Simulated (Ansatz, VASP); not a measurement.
# One calculation of Tc, two programs

```
Tc
1.0
     2.73936    0.00000    0.00000
    -1.36968    2.37235    0.00000
     0.00000    0.00000    8.59429
Tc
4
Direct
  0.66667 0.33333 0.75000
  0.00000 0.00000 0.50000
  0.33333 0.66667 0.25000
  0.00000 0.00000 0.00000
```

Alike in both runs: functional PBE; k mesh 9 × 9 × 3; occupations fermi-dirac, width 0.05 eV; no spin polarisation.

```csv
,VASP,Ansatz
version,VASP 6.6.1,Ansatz 0.2.0
potentials or method,"VASP PAW PBE potentials, release 64 (Tc_pv)",Ansatz PAW earlier set
plane-wave cutoff (eV),520,500
valence electrons in the cell,52,60
task,single point,band structure
```

Ansatz gave:

```
gap on the k mesh at the Fermi level (eV)                     : none
pressure (GPa)                                                : 11.1
traceless stress, the component that is largest in VASP (GPa) : 3.80
```

Q: What did VASP give for the same quantities?

A: gap on the k mesh at the Fermi level (eV): none; pressure (GPa): 10.3; traceless stress, the component that is largest in VASP (GPa): 3.75.

A gap of «none» marks a metal or a gap that the smearing closes. VASP's potentials hold 52 valence electrons a cell and Ansatz's 60, so a difference there can come from the potentials and not from the codes.
